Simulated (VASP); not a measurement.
# FeO (R-3m) in VASP: further runs

FeO is run at these levels: LDA, PBE; tasks: single point.

Program: VASP 6.6.1. These are calculated values, not measurements. Logs are shortened: lines on timing, memory, paths and dates and some standing lists are left out, and cuts for length are marked.

### 1 The cell of the first run

It takes space group R-3m (No. 166, trigonal). The conventional cell has a = 3.038 Å, b = 3.038 Å, c = 7.559 Å, α = 90.00°, β = 90.00°, γ = 120.00°. Within 2.9 Å of Fe (site symmetry -3m) lie 6 O at 2.16 Å. Within 2.9 Å of O (site symmetry -3m) lie 6 Fe at 2.16 Å.

### 2 Single point, LDA, collinear spin, ferromagnetic start

INCAR

```
SYSTEM = FeO
ALGO = Normal
EDIFF = 1E-6
ENCUT = 600
GGA_COMPAT = .False.
ISIF = 2
ISMEAR = -1
ISPIN = 2
LASPH = .True.
LCHARG = .False.
LMAXMIX = 4
LORBIT = 11
LREAL = .False.
LWAVE = .False.
MAGMOM = 3 0
NBANDS = 22
NELM = 200
PREC = Accurate
SIGMA = 0.05
```

KPOINTS

```
k-points
0
Gamma
  9 9 9
  0 0 0
```

POSCAR

```
FeO
1.0
    1.5188209023      0.8768916568      2.5195772846
   -1.5188209023      0.8768916568      2.5195772846
    0.0000000000     -1.7537833136      2.5195772846
Fe O
1 1
Direct
    0.0000000000      0.0000000000      0.0000000000
    0.5000000000      0.5000000000      0.5000000000
```

Potentials or basis: VASP PAW LDA potentials, release 64 (Fe_sv, O).

Launch:

```console
> cat potpaw_LDA.64/Fe_sv/POTCAR potpaw_LDA.64/O/POTCAR > POTCAR
> mpirun -np 1 vasp_std > vasp.out
```

OUTCAR:

```text
SYSTEM = FeO
   EDIFF = 1E-6
   ENCUT = 600
   ISIF = 2
   ISMEAR = -1
   ISPIN = 2
   LASPH = .True.
   LORBIT = 11
   LREAL = .False.
   NELM = 200
   PREC = Accurate

 ion  position               nearest neighbor table
   1  0.000  0.000  0.000-   2 2.16   2 2.16   2 2.16   2 2.16   2 2.16   2 2.16
   2  0.500  0.500  0.500-   1 2.16   1 2.16   1 2.16   1 2.16   1 2.16   1 2.16

  LATTYP: Found a trigonal (rhomboedric) cell.
 ALAT       =     3.0698575869
 COS(alpha) =     0.5104391626

  Lattice vectors:

 A1 = (   1.5188209023,   0.8768916568,   2.5195772846)
 A2 = (  -1.5188209023,   0.8768916568,   2.5195772846)
 A3 = (   0.0000000000,  -1.7537833136,   2.5195772846)

Analysis of symmetry for initial positions (statically):
=====================================================================
 Subroutine PRICEL returns:
 Original cell was already a primitive cell.

 Routine SETGRP: Setting up the symmetry group for a
 trigonal (rhombohedral) supercell.

 Subroutine GETGRP returns: Found 12 space group operations
 (whereof 12 operations were pure point group operations)
 out of a pool of 12 trial point group operations.

The static configuration has the point symmetry D_3d.

Analysis of symmetry for dynamics (positions and initial velocities):
=====================================================================
 Subroutine PRICEL returns:
 Original cell was already a primitive cell.

 Routine SETGRP: Setting up the symmetry group for a
 trigonal (rhombohedral) supercell.

 Subroutine GETGRP returns: Found 12 space group operations
 (whereof 12 operations were pure point group operations)
 out of a pool of 12 trial point group operations.

The dynamic configuration has the point symmetry D_3d.

Analysis of structural, dynamic, and magnetic symmetry:
=====================================================================
 Subroutine PRICEL returns:
 Original cell was already a primitive cell.

 Routine SETGRP: Setting up the symmetry group for a
 trigonal (rhombohedral) supercell.

 Subroutine GETGRP returns: Found 12 space group operations
 (whereof 12 operations were pure point group operations)
 out of a pool of 12 trial point group operations.

The overall configuration has the point symmetry D_3d.

 Subroutine INISYM returns: Found 12 space group operations
 (whereof 12 operations are pure point group operations),
 and found     1 'primitive' translations

----------------------------------------------------------------------------------------

                                     Primitive cell

  volume of cell :      20.1341

  direct lattice vectors                    reciprocal lattice vectors
     1.518820902  0.876891657  2.519577285     0.329202738  0.190065290  0.132297324
    -1.518820902  0.876891657  2.519577285    -0.329202738  0.190065290  0.132297324
     0.000000000 -1.753783314  2.519577285     0.000000000 -0.380130579  0.132297324

  length of vectors
     3.069857587  3.069857587  3.069857587     0.402494521  0.402494521  0.402494521

  position of ions in fractional coordinates (direct lattice)
     0.000000000  0.000000000  0.000000000
     0.500000000  0.500000000  0.500000000

  ion indices of the primitive-cell ions
   primitive index   ion index
                 1           1
                 2           2

----------------------------------------------------------------------------------------

 KPOINTS: k-points

Automatic generation of k-mesh.
 Grid dimensions read from file:
 generate k-points for:    9    9    9

 Generating k-lattice:

  Cartesian coordinates                     Fractional coordinates (reciprocal lattice)
     0.036578082  0.021118366  0.014699703     0.111111111 -0.000000000  0.000000000
    -0.036578082  0.021118366  0.014699703    -0.000000000  0.111111111  0.000000000
     0.000000000 -0.042236731  0.014699703     0.000000000  0.000000000  0.111111111

  Length of vectors
     0.044721613  0.044721613  0.044721613

  Shift w.r.t. Gamma in fractional coordinates (k-lattice)
     0.000000000  0.000000000  0.000000000

 Subroutine IBZKPT returns following result:
 ===========================================

 Found     85 irreducible k-points:

 Following reciprocal coordinates:
            Coordinates               Weight
  0.000000  0.000000  0.000000      1.000000
  0.111111  0.000000 -0.000000      6.000000
  0.222222  0.000000  0.000000      6.000000
  0.333333  0.000000  0.000000      6.000000
  0.444444  0.000000  0.000000      6.000000
  0.111111  0.111111 -0.000000      6.000000
[... 16 lines left out ...]
 -0.333333  0.333333  0.000000      6.000000
  0.444444  0.444444  0.000000      6.000000
 [... further k-points ...]
   k-points           NKPTS =     85   k-points in BZ     NKDIM =     85   number of bands    NBANDS=     22
   number of dos      NEDOS =    301   number of ions     NIONS =      2
   total plane-waves  NPLWV =  21952
   dimension x,y,z NGX =    28 NGY =   28 NGZ =   28
   dimension x,y,z NGXF=    56 NGYF=   56 NGZF=   56
   ions per type =               1   1
   NGX,Y,Z   is equivalent  to a cutoff of  15.16, 15.16, 15.16 a.u.
   NGXF,Y,Z  is equivalent  to a cutoff of  30.33, 30.33, 30.33 a.u.
 SYSTEM =  FeO
   PREC   = accura    normal or accurate (medium, high low for compatibility)
   ISTART =      0    job   : 0-new  1-cont  2-samecut
   ICHARG =      2    charge: 1-file 2-atom 10-const
   ISPIN  =      2    spin polarized calculation?
   LNONCOLLINEAR =      F non collinear calculations
   LSORBIT =      F    spin-orbit coupling
   LASPH  =      T    aspherical Exc in radial PAW
   ENCUT  =  600.0 eV  44.10 Ry    6.64 a.u.   6.13  6.13  6.13*2*pi/ulx,y,z
   NELM   =    200;   NELMIN=  2; NELMDL= -5     # of ELM steps
   EDIFF  = 0.1E-05   stopping-criterion for ELM
   LREAL  =      F    real-space projection
   EDIFFG = 0.1E-04   stopping-criterion for IOM
   NSW    =      0    number of steps for IOM
   IBRION =     -1    ionic relax: 0-MD 1-quasi-New 2-CG
   NFREE  =      0    steps in history (QN), initial steepest desc. (CG)
   ISIF   =      2    stress and relaxation
   ISYM   =      2    0-nonsym 1-usesym 2-fastsym
   POTIM  = 0.5000    time-step for ionic-motion
   TEBEG  =    0.0;   TEEND  =   0.0 temperature during run
   PSTRESS=    0.0 pullay stress
   NELECT =      22.0000    total number of electrons
   NUPDOWN=      -1.0000    fix difference up-down
   EMIN   =  10.00;   EMAX   =-10.00  energy-range for DOS
   EFERMI =   0.00;   METHOD = LEGACY
   ISMEAR =    -1;   SIGMA  =   0.05  broadening in eV -4-tet -1-fermi 0-gaus
   EFERMI_NEDOS =   21; number of points for ismear=-14 and -15
   IALGO  =     38    algorithm
   IMIX   =      4    mixing-type and parameters
     AMIX     =   0.40;   BMIX     =  1.00
     AMIX_MAG =   1.60;   BMIX_MAG =  1.00
  volume/ion in A,a.u.               =      10.07        67.94
  Fermi-wavevector in a.u.,A,eV,Ry     =   1.686185  3.186428 38.684359  2.843220
  Thomas-Fermi vector in A             =   2.768895
   LORBIT       =     11    0 simple, 1 ext, 2 COOP (PROOUT), +10 PAW based schemes
   GGA     = CA    functional components
   LHFCALC =     F    Hartree Fock is set to
   AEXX    =    0.0000 exact exchange contribution
   IVDW    =     0    specifies the selected vdW correction
   LEPSILON=     F    determine dielectric tensor
   LRPA    =     F    only Hartree local field effects (RPA)
 spin polarized calculation
  energy-cutoff  :      600.00
  volume of cell :       20.13
 maximum number of plane-waves:       683
 NGX is ok and might be reduce to    28
   NGX = 13   NGY = 13   NGZ = 13

 number of electron      21.9999992 magnetization       3.9929092

 Free energy of the ion-electron system (eV)
  ---------------------------------------------------
  ext. energy  EPLUGINS =         0.00000000
  ---------------------------------------------------
  free energy    TOTEN  =       -16.47248379 eV

  energy without entropy =      -16.46093442  energy(sigma->0) =      -16.46670910

 E-fermi :   9.1905     XC(G=0): -13.0043

 val. band max:        9.1877950825   @ k =  -0.1111   0.4444   0.1111
 cond. band min:       9.1949891057   @ k =   0.2222   0.1111   0.0000
 fundamental gap:      0.0071940232
 Fermi energy:         9.1905260994

 spin component 1

 k-point     1 :       0.0000    0.0000    0.0000
  band No.  band energies     occupation
      1     -79.4210      1.00000
      2     -45.9709      1.00000
      3     -45.9556      1.00000
      4     -45.9556      1.00000
      5     -11.1653      1.00000
      6       5.3620      1.00000
[... 14 lines left out ...]
     21      29.7464      0.00000
     22      32.7509      0.00000
[... 552 lines left out ...]
  band No.  band energies     occupation
      1     -79.4137      1.00000
      2     -46.0111      1.00000
      3     -45.9857      1.00000
      4     -45.9758      1.00000
      5     -10.0046      1.00000
      6       1.8057      1.00000
[... 14 lines left out ...]
     21      38.7834      0.00000
     22      38.8098      0.00000

 [... further k-points ...]

 spin component 2

 k-point     1 :       0.0000    0.0000    0.0000
  band No.  band energies     occupation
      1     -75.5917      1.00000
      2     -42.2487      1.00000
      3     -42.2455      1.00000
      4     -42.2455      1.00000
      5     -10.6001      1.00000
      6       5.9602      1.00000
[... 14 lines left out ...]
     21      31.0241      0.00000
     22      33.9230      0.00000
[... 552 lines left out ...]
  band No.  band energies     occupation
      1     -75.5830      1.00000
      2     -42.3073      1.00000
      3     -42.2727      1.00000
      4     -42.2700      1.00000
      5      -9.3986      1.00000
      6       2.4035      1.00000
[... 14 lines left out ...]
     21      39.1683      0.00000
     22      39.1729      0.00000

 [... further k-points ...]

------------------------ aborting loop because EDIFF is reached ----------------------------------------

  FORCE on cell =-STRESS in cart. coord.  units (eV):
  Direction    XX          YY          ZZ          XY          YZ          ZX
  --------------------------------------------------------------------------------------
  -------------------------------------------------------------------------------------
  Total       -2.2818557     -2.2818557     -2.4372865      0.0000000      0.0000000      0.0000000
  in kB     -181.5797126   -181.5797126   -193.9481906      0.0000000      0.0000000      0.0000000
  external PRESSURE =    -185.7025386 kB  Pullay stress =       0.0000000 kB

 VOLUME and BASIS-vectors are now :
 -----------------------------------------------------------------------------
  energy-cutoff  :      600.00
  volume of cell :       20.13
      direct lattice vectors                 reciprocal lattice vectors
     1.518820902  0.876891657  2.519577285     0.329202738  0.190065290  0.132297324
    -1.518820902  0.876891657  2.519577285    -0.329202738  0.190065290  0.132297324
     0.000000000 -1.753783314  2.519577285     0.000000000 -0.380130579  0.132297324

 POSITION                                       TOTAL-FORCE (eV/Angst)
 -----------------------------------------------------------------------------------
      0.00000      0.00000      0.00000         0.000000     -0.000000      0.000000
      0.00000      0.00000      3.77937        -0.000000      0.000000     -0.000000
 -----------------------------------------------------------------------------------
    total drift:                                0.000000      0.000000      0.000000

  FREE ENERGIE OF THE ION-ELECTRON SYSTEM (eV)
  ---------------------------------------------------
  free  energy   TOTEN  =       -16.4724837868 eV

  energy  without entropy=      -16.4609344227  energy(sigma->0) =      -16.46670910

 total charge

# of ion       s       p       d       tot
------------------------------------------
    1        2.104   5.994   5.518  13.616
    2        1.540   3.409   0.000   4.949
--------------------------------------------------
tot          3.644   9.403   5.518  18.565

 magnetization (x)

# of ion       s       p       d       tot
------------------------------------------
    1        0.014   0.009   3.405   3.428
    2        0.030   0.281   0.000   0.311
--------------------------------------------------
tot          0.044   0.291   3.405   3.740
```

Run time: 3 min. Hardware: 1 thread of AMD EPYC 7R43 (Zen 3), shared host; peak memory 0.16 GiB.

What came out:

| Property | Result |
| --- | --- |
| Free energy | -16.4725 eV |
| Pressure | -18.6 GPa |
| Band gap on the k mesh | zero (filled and empty bands overlap) |
| Net moment | 3.99 μB per cell |
| Site moments | Fe +3.43; O +0.31 μB |
| Valence electrons inside the program's atomic spheres | Fe 13.62; O 4.95 |

Stress tensor (GPa, compression positive):
```
-18.16   0.00   0.00
  0.00 -18.16   0.00
  0.00   0.00 -19.39
```

Levels at points of the mesh, in eV from the Fermi level:
Spin up:
| k point | band 9 | band 10 | band 11 | band 12 | band 13 | band 14 | band 15 | band 16 | band 17 | band 18 |
| --- | --- | --- | --- | --- | --- | --- | --- | --- | --- | --- |
| (0.00, 0.00, 0.00) | -3.64 | -3.57 | -3.57 | -3.32 | -3.32 | 0.17 | 15.20 | 16.65 | 17.06 | 17.06 |
Spin down:
```csv
k point,band 5,band 6,band 7,band 8,band 9,band 10,band 11,band 12,band 13,band 14
"(0.00, 0.00, 0.00)",-19.79,-3.23,-3.13,-3.13,-0.77,-0.68,-0.68,0.02,0.02,0.93
```

Caveat: the cell stands under tension; a cell with one magnetic atom can't hold antiferromagnetic order, which such compounds often take; semilocal functionals often make such compounds metallic where correlation or magnetic order opens a gap, which also shifts bond lengths.

(Continued in part 2 of 2.)
